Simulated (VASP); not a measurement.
# GaP (rocksalt type) (Fm-3m) in VASP: further runs

Runs on GaP (rocksalt type). Level: PBE. Tasks: single point, relaxation of cell and atoms.

Program: VASP 6.6.1. These are calculated values, not measurements. Logs are shortened: lines on timing, memory, paths and dates and some standing lists are left out, and cuts for length are marked.

## (1) The cell of the first run

It takes space group Fm-3m (No. 225, cubic). Conventional cell: a = 5.161 Å, b = 5.161 Å, c = 5.161 Å, α = 90.00°, β = 90.00°, γ = 90.00°. Ga (site symmetry m-3m) has 6 P at 2.58 Å within 3.4 Å. Within 3.4 Å of P (site symmetry m-3m) lie 6 Ga at 2.58 Å.

## (2) Single point, PBE

Contents of INCAR:

```
PREC = Accurate ; ENCUT = 520
EDIFF = 1E-7 ; ISMEAR = -1
SIGMA = 0.1 ; LREAL = F
LASPH = T ; NELM = 100
ALGO = Normal ; ISIF = 2
LWAVE = F ; LCHARG = F
GGA = PE ; NBANDS = 16
```

Contents of KPOINTS:

```
Automatic mesh
0
Gamma
  15 15 15
```

Contents of POSCAR:

```
GaP
1.0
    0.0000000000      2.5803363396      2.5803363396
    2.5803363396      0.0000000000      2.5803363396
    2.5803363396      2.5803363396      0.0000000000
Ga P
1 1
Direct
    0.0000000000      0.0000000000      0.0000000000
    0.5000000000      0.5000000000      0.5000000000
```

Potentials or basis: VASP PAW PBE potentials, release 64 (Ga_d, P).

The run is started by

```bash
$ cat potpaw_PBE.64/Ga_d/POTCAR potpaw_PBE.64/P/POTCAR > POTCAR
$ mpirun -np 1 vasp_std > vasp.out
```

OUTCAR:

```text
PREC = Accurate
   ENCUT = 520
   EDIFF = 1E-7
   ISMEAR = -1
   LREAL = F
   LASPH = T
   NELM = 100
   ISIF = 2
   GGA = PE

 ion  position               nearest neighbor table
   1  0.000  0.000  0.000-   2 2.58   2 2.58   2 2.58   2 2.58   2 2.58   2 2.58
   2  0.500  0.500  0.500-   1 2.58   1 2.58   1 2.58   1 2.58   1 2.58   1 2.58

  LATTYP: Found a face centered cubic cell.
 ALAT       =     5.1606726792

  Lattice vectors:

 A1 = (   0.0000000000,   2.5803363396,   2.5803363396)
 A2 = (   2.5803363396,   0.0000000000,   2.5803363396)
 A3 = (   2.5803363396,   2.5803363396,   0.0000000000)

Analysis of symmetry for initial positions (statically):
=====================================================================
 Subroutine PRICEL returns:
 Original cell was already a primitive cell.

 Routine SETGRP: Setting up the symmetry group for a
 face centered cubic supercell.

 Subroutine GETGRP returns: Found 48 space group operations
 (whereof 48 operations were pure point group operations)
 out of a pool of 48 trial point group operations.

The static configuration has the point symmetry O_h .

Analysis of symmetry for dynamics (positions and initial velocities):
=====================================================================
 Subroutine PRICEL returns:
 Original cell was already a primitive cell.

 Routine SETGRP: Setting up the symmetry group for a
 face centered cubic supercell.

 Subroutine GETGRP returns: Found 48 space group operations
 (whereof 48 operations were pure point group operations)
 out of a pool of 48 trial point group operations.

The dynamic configuration has the point symmetry O_h .

 Subroutine INISYM returns: Found 48 space group operations
 (whereof 48 operations are pure point group operations),
 and found     1 'primitive' translations

----------------------------------------------------------------------------------------

                                     Primitive cell

  volume of cell :      34.3605

  direct lattice vectors                    reciprocal lattice vectors
     0.000000000  2.580336340  2.580336340    -0.193773189  0.193773189  0.193773189
     2.580336340  0.000000000  2.580336340     0.193773189 -0.193773189  0.193773189
     2.580336340  2.580336340  0.000000000     0.193773189  0.193773189 -0.193773189

  length of vectors
     3.649146647  3.649146647  3.649146647     0.335625008  0.335625008  0.335625008

  position of ions in fractional coordinates (direct lattice)
     0.000000000  0.000000000  0.000000000
     0.500000000  0.500000000  0.500000000

  ion indices of the primitive-cell ions
   primitive index   ion index
                 1           1
                 2           2

----------------------------------------------------------------------------------------

 KPOINTS: Automatic mesh

Automatic generation of k-mesh.
 Grid dimensions read from file:
 generate k-points for:   15   15   15

 Generating k-lattice:

  Cartesian coordinates                     Fractional coordinates (reciprocal lattice)
    -0.012918213  0.012918213  0.012918213     0.066666667  0.000000000  0.000000000
     0.012918213 -0.012918213  0.012918213     0.000000000  0.066666667  0.000000000
     0.012918213  0.012918213 -0.012918213     0.000000000  0.000000000  0.066666667

  Length of vectors
     0.022375001  0.022375001  0.022375001

  Shift w.r.t. Gamma in fractional coordinates (k-lattice)
     0.000000000  0.000000000  0.000000000

 Subroutine IBZKPT returns following result:
 ===========================================

 Found    120 irreducible k-points:

 Following reciprocal coordinates:
            Coordinates               Weight
  0.000000  0.000000  0.000000      1.000000
  0.066667  0.000000  0.000000      8.000000
  0.133333  0.000000  0.000000      8.000000
  0.200000  0.000000  0.000000      8.000000
  0.266667  0.000000  0.000000      8.000000
  0.333333  0.000000  0.000000      8.000000
[... 16 lines left out ...]
  0.133333  0.133333  0.000000      6.000000
  0.200000  0.133333  0.000000     24.000000
 [... further k-points ...]
   k-points           NKPTS =    120   k-points in BZ     NKDIM =    120   number of bands    NBANDS=     16
   number of dos      NEDOS =    301   number of ions     NIONS =      2
   total plane-waves  NPLWV =  21952
   dimension x,y,z NGX =    28 NGY =   28 NGZ =   28
   dimension x,y,z NGXF=    56 NGYF=   56 NGZF=   56
   ions per type =               1   1
   NGX,Y,Z   is equivalent  to a cutoff of  12.76, 12.76, 12.76 a.u.
   NGXF,Y,Z  is equivalent  to a cutoff of  25.51, 25.51, 25.51 a.u.
 SYSTEM =  unknown system
   PREC   = accura    normal or accurate (medium, high low for compatibility)
   ISTART =      0    job   : 0-new  1-cont  2-samecut
   ICHARG =      2    charge: 1-file 2-atom 10-const
   ISPIN  =      1    spin polarized calculation?
   LNONCOLLINEAR =      F non collinear calculations
   LSORBIT =      F    spin-orbit coupling
   LASPH  =      T    aspherical Exc in radial PAW
   ENCUT  =  520.0 eV  38.22 Ry    6.18 a.u.   6.78  6.78  6.78*2*pi/ulx,y,z
   NELM   =    100;   NELMIN=  2; NELMDL= -5     # of ELM steps
   EDIFF  = 0.1E-06   stopping-criterion for ELM
   LREAL  =      F    real-space projection
   EDIFFG = 0.1E-05   stopping-criterion for IOM
   NSW    =      0    number of steps for IOM
   IBRION =     -1    ionic relax: 0-MD 1-quasi-New 2-CG
   NFREE  =      0    steps in history (QN), initial steepest desc. (CG)
   ISIF   =      2    stress and relaxation
   ISYM   =      2    0-nonsym 1-usesym 2-fastsym
   POTIM  = 0.5000    time-step for ionic-motion
   TEBEG  =    0.0;   TEEND  =   0.0 temperature during run
   PSTRESS=    0.0 pullay stress
   NELECT =      18.0000    total number of electrons
   NUPDOWN=      -1.0000    fix difference up-down
   EMIN   =  10.00;   EMAX   =-10.00  energy-range for DOS
   EFERMI =   0.00;   METHOD = LEGACY
   ISMEAR =    -1;   SIGMA  =   0.10  broadening in eV -4-tet -1-fermi 0-gaus
   EFERMI_NEDOS =   21; number of points for ismear=-14 and -15
   IALGO  =     38    algorithm
   IMIX   =      4    mixing-type and parameters
     AMIX     =   0.40;   BMIX     =  1.00
     AMIX_MAG =   1.60;   BMIX_MAG =  1.00
  volume/ion in A,a.u.               =      17.18       115.94
  Fermi-wavevector in a.u.,A,eV,Ry     =   1.319713  2.493895 23.696468  1.741641
  Thomas-Fermi vector in A             =   2.449591
   LORBIT       =      0    0 simple, 1 ext, 2 COOP (PROOUT), +10 PAW based schemes
   GGA     = PE    functional components
   LHFCALC =     F    Hartree Fock is set to
   AEXX    =    0.0000 exact exchange contribution
   IVDW    =     0    specifies the selected vdW correction
   LEPSILON=     F    determine dielectric tensor
   LRPA    =     F    only Hartree local field effects (RPA)
 non-spin polarized calculation
  energy-cutoff  :      520.00
  volume of cell :       34.36
 maximum number of plane-waves:       941
   NGX = 13   NGY = 13   NGZ = 13

 number of electron      18.0000009 magnetization

 Free energy of the ion-electron system (eV)
  ---------------------------------------------------
  ext. energy  EPLUGINS =         0.00000000
  ---------------------------------------------------
  free energy    TOTEN  =        -8.33060525 eV

  energy without entropy =       -8.29625887  energy(sigma->0) =       -8.31343206

 E-fermi :   6.4207     XC(G=0): -10.9621

 val. band max:        6.4202626578   @ k =  -0.2000   0.2000   0.0667
 cond. band min:       6.4435329960   @ k =   0.3333   0.0000   0.0000
 fundamental gap:      0.0232703382
 Fermi energy:         6.4206798246

 k-point     1 :       0.0000    0.0000    0.0000
  band No.  band energies     occupation
      1      -8.2652      2.00000
      2      -8.2652      2.00000
      3      -8.2413      2.00000
      4      -8.2413      2.00000
      5      -8.2413      2.00000
      6      -6.7794      2.00000
[... 8 lines left out ...]
     15      15.0326      0.00000
     16      15.0326      0.00000

 k-point     2 :       0.0667    0.0000    0.0000
  band No.  band energies     occupation
      1      -8.2664      2.00000
      2      -8.2664      2.00000
      3      -8.2415      2.00000
      4      -8.2397      2.00000
      5      -8.2397      2.00000
      6      -6.7128      2.00000
[... 8 lines left out ...]
     15      14.3277      0.00000
     16      15.0093      0.00000

 k-point     3 :       0.1333    0.0000    0.0000
  band No.  band energies     occupation
      1      -8.2702      2.00000
      2      -8.2702      2.00000
      3      -8.2423      2.00000
      4      -8.2347      2.00000
      5      -8.2347      2.00000
      6      -6.5139      2.00000
[... 8 lines left out ...]
     15      14.2420      0.00000
     16      14.9215      0.00000

 k-point     4 :       0.2000    0.0000    0.0000
  band No.  band energies     occupation
      1      -8.2767      2.00000
      2      -8.2767      2.00000
      3      -8.2441      2.00000
      4      -8.2265      2.00000
      5      -8.2265      2.00000
      6      -6.1856      2.00000
[... 8 lines left out ...]
     15      14.8507      0.00000
     16      15.0428      0.00000

 k-point     5 :       0.2667    0.0000    0.0000
  band No.  band energies     occupation
      1      -8.2846      2.00000
      2      -8.2846      2.00000
      3      -8.2467      2.00000
      4      -8.2165      2.00000
      5      -8.2165      2.00000
      6      -5.7364      2.00000
[... 8 lines left out ...]
     15      15.7118      0.00000
     16      15.7118      0.00000

 k-point     6 :       0.3333    0.0000    0.0000
  band No.  band energies     occupation
      1      -8.2924      2.00000
      2      -8.2924      2.00000
      3      -8.2496      2.00000
      4      -8.2068      2.00000
      5      -8.2068      2.00000
      6      -5.1857      2.00000
[... 8 lines left out ...]
     15      16.7538      0.00000
     16      16.7538      0.00000

 k-point     7 :       0.4000    0.0000    0.0000
  band No.  band energies     occupation
      1      -8.2985      2.00000
      2      -8.2985      2.00000
      3      -8.2520      2.00000
      4      -8.1991      2.00000
      5      -8.1991      2.00000
      6      -4.5861      2.00000
[... 8 lines left out ...]
     15      17.8971      0.00000
     16      17.8971      0.00000

 k-point     8 :       0.4667    0.0000    0.0000
  band No.  band energies     occupation
      1      -8.3019      2.00000
      2      -8.3019      2.00000
      3      -8.2534      2.00000
      4      -8.1949      2.00000
      5      -8.1949      2.00000
      6      -4.1030      2.00000
[... 8 lines left out ...]
     15      18.8874      0.00000
     16      18.9678      0.00000

 k-point     9 :       0.0667    0.0667    0.0000
  band No.  band energies     occupation
      1      -8.2697      2.00000
      2      -8.2640      2.00000
      3      -8.2427      2.00000
      4      -8.2387      2.00000
      5      -8.2387      2.00000
      6      -6.6902      2.00000
[... 8 lines left out ...]
     15      15.3368      0.00000
     16      15.3368      0.00000
[... 172 lines left out ...]
 k-point    19 :      -0.2667    0.0667    0.0000
  band No.  band energies     occupation
      1      -8.2901      2.00000
      2      -8.2877      2.00000
      3      -8.2465      2.00000
      4      -8.2157      2.00000
      5      -8.2114      2.00000
      6      -5.5018      2.00000
[... 8 lines left out ...]
     15      15.5494      0.00000
     16      17.3870      0.00000

 k-point    20 :      -0.2000    0.0667    0.0000
  band No.  band energies     occupation
      1      -8.2829      2.00000
      2      -8.2786      2.00000
      3      -8.2444      2.00000
      4      -8.2253      2.00000
      5      -8.2205      2.00000
      6      -5.9880      2.00000
[... 8 lines left out ...]
     15      15.1954      0.00000
     16      16.3179      0.00000

 k-point    21 :      -0.1333    0.0667    0.0000
  band No.  band energies     occupation
      1      -8.2760      2.00000
      2      -8.2711      2.00000
      3      -8.2430      2.00000
      4      -8.2332      2.00000
      5      -8.2292      2.00000
      6      -6.3585      2.00000
[... 8 lines left out ...]
     15      15.2530      0.00000
     16      15.4932      0.00000

 k-point    22 :      -0.0667    0.0667    0.0000
  band No.  band energies     occupation
      1      -8.2703      2.00000
      2      -8.2667      2.00000
      3      -8.2422      2.00000
      4      -8.2380      2.00000
      5      -8.2359      2.00000
      6      -6.6017      2.00000
[... 8 lines left out ...]
     15      14.7139      0.00000
     16      15.4282      0.00000

 k-point    23 :       0.1333    0.1333    0.0000
  band No.  band energies     occupation
      1      -8.2861      2.00000
      2      -8.2606      2.00000
      3      -8.2469      2.00000
      4      -8.2313      2.00000
      5      -8.2313      2.00000
      6      -6.4197      2.00000
[... 8 lines left out ...]
     15      16.2114      0.00000
     16      16.2114      0.00000

 k-point    24 :       0.2000    0.1333    0.0000
  band No.  band energies     occupation
      1      -8.2986      2.00000
      2      -8.2609      2.00000
      3      -8.2488      2.00000
      4      -8.2263      2.00000
      5      -8.2244      2.00000
      6      -6.1732      2.00000
[... 8 lines left out ...]
     15      16.1741      0.00000
     16      16.5923      0.00000

 [... further k-points ...]
[... 5 lines left out ...]
  --------------------------------------------------------------------------------------
  -------------------------------------------------------------------------------------
  Total        0.0157827      0.0157827      0.0157827     -0.0000000     -0.0000000      0.0000000
  in kB        0.7359244      0.7359244      0.7359244     -0.0000000     -0.0000000      0.0000000
  external PRESSURE =       0.7359244 kB  Pullay stress =       0.0000000 kB

 VOLUME and BASIS-vectors are now :
 -----------------------------------------------------------------------------
  energy-cutoff  :      520.00
  volume of cell :       34.36
      direct lattice vectors                 reciprocal lattice vectors
     0.000000000  2.580336340  2.580336340    -0.193773189  0.193773189  0.193773189
     2.580336340  0.000000000  2.580336340     0.193773189 -0.193773189  0.193773189
     2.580336340  2.580336340  0.000000000     0.193773189  0.193773189 -0.193773189

 POSITION                                       TOTAL-FORCE (eV/Angst)
 -----------------------------------------------------------------------------------
      0.00000      0.00000      0.00000         0.000000     -0.000000      0.000000
      2.58034      2.58034      2.58034        -0.000000      0.000000     -0.000000
 -----------------------------------------------------------------------------------
    total drift:                               -0.000000      0.000000      0.000000

  FREE ENERGIE OF THE ION-ELECTRON SYSTEM (eV)
  ---------------------------------------------------
  free  energy   TOTEN  =        -8.3306052473 eV

  energy  without entropy=       -8.2962588686  energy(sigma->0) =       -8.31343206
```

It took 28 s on 1 thread of Intel Xeon 6975P-C (Granite Rapids), shared host; peak memory 0.2 GiB.

What came out:

```
Free energy            : -8.3306 eV
Pressure               : 0.1 GPa
Band gap on the k mesh : zero (band 9 reaches 6.92 eV, above the bottom of band 10 at 3.77 eV)
```

## (3) Relaxation of cell and atoms, PBE

This run uses another cell than the first one, of 12.93 Å³/atom, 0.753 times its volume.

Contents of INCAR:

```
SYSTEM = GaP
PREC     = Accurate       ! precision mode
ENCUT    = 600            ! plane-wave cutoff, eV
EDIFF    = 1E-6           ! SCF threshold, eV
ISMEAR   = -1             ! smearing method
SIGMA    = 0.1            ! smearing width, eV
LREAL    = .False.        ! projectors in reciprocal space
LASPH    = .True.         ! aspherical terms in the spheres
NELM     = 60             ! most SCF steps
ALGO     = Normal         ! electronic algorithm
ISIF     = 3              ! what is computed and relaxed
LWAVE    = .False.        ! write WAVECAR
LCHARG   = .False.        ! write CHGCAR
GGA      = PE             ! functional
IBRION   = 2              ! ionic algorithm
NSW      = 60             ! ionic steps
EDIFFG   = -0.005         ! ionic threshold
```

Contents of KPOINTS:

```
Automatic mesh
0
Gamma
  15 15 15
  0 0 0
```

Contents of POSCAR:

```
GaP
1.0
    0.0000000000      2.3472160896      2.3472160896
    2.3472160896      0.0000000000      2.3472160896
    2.3472160896      2.3472160896      0.0000000000
Ga P
1 1
Direct
    0.0000000000      0.0000000000      0.0000000000
    0.5000000000      0.5000000000      0.5000000000
```

Potentials or basis: VASP PAW PBE potentials, release 64 (Ga_d, P).

The run is started by

```bash
$ cat potpaw_PBE.64/Ga_d/POTCAR potpaw_PBE.64/P/POTCAR > POTCAR
$ mpirun -np 1 vasp_std > vasp.out
```

It took 2.7 min on 1 thread of Intel Xeon 6975P-C (Granite Rapids), shared host; peak memory 0.2 GiB.

Results (log left out):

```
Free energy                            : -8.3290 eV
Relaxed volume                         : 17.20 Å³/atom
Relaxed cell                           : a = 3.650 Å, b = 3.650 Å, c = 3.650 Å, α = 60.00°, β = 60.00°, γ = 60.00°
Space group after relaxing (to 0.05 Å) : Fm-3m (No. 225)
Energy gained by relaxing              : 485.5 meV/atom
Ionic steps                            : 20
Pressure after relaxing                : 0.0 GPa
Band gap on the k mesh                 : zero (band 9 reaches 6.91 eV, above the bottom of band 10 at 3.76 eV)
```

The path:
```csv
step,energy change (eV),largest force (eV/Å),pressure (GPa),volume (Å³)
1,0.0000,0.0000,47.37,25.86
2,-0.5907,0.0000,-11.32,42.98
3,-0.9710,0.0000,-0.15,34.44
4,-0.9709,0.0000,0.29,34.26
5,-0.9709,0.0000,0.33,34.26
6,-0.9709,0.0000,0.26,34.26
7,-0.9709,0.0000,0.31,34.26
8,-0.9709,0.0000,0.32,34.26
9,-0.9709,0.0000,0.32,34.26
10,-0.9709,0.0000,0.32,34.26
11,-0.9709,0.0000,0.32,34.26
12,-0.9709,0.0000,0.32,34.26
13,-0.9709,0.0000,0.32,34.26
14,-0.9709,0.0000,0.25,34.27
15,-0.9710,0.0000,0.26,34.27
16,-0.9710,0.0000,0.19,34.29
17,-0.9710,0.0000,0.16,34.31
18,-0.9711,0.0000,0.08,34.36
19,-0.9710,0.0000,-0.16,34.46
20,-0.9711,0.0000,-0.04,34.39
```

Final structure:
```xyz
2
Lattice="0.0000 2.5811 2.5811 2.5811 0.0000 2.5811 2.5811 2.5811 0.0000" Properties=species:S:1:pos:R:3 pbc="T T T"
Ga    0.0000    0.0000    0.0000
P     2.5811    2.5811    2.5811
```

Levels at points of the mesh, in eV from the Fermi level:
| k point | band 7 | band 8 | band 9 | band 10 | band 11 | band 12 |
| --- | --- | --- | --- | --- | --- | --- |
| (0.00, 0.00, 0.00) | -0.02 | -0.02 | -0.02 | 1.39 | 7.07 | 7.07 |

Caveat: the volume moved by over 15 % at a fixed basis, so the end points are rough.
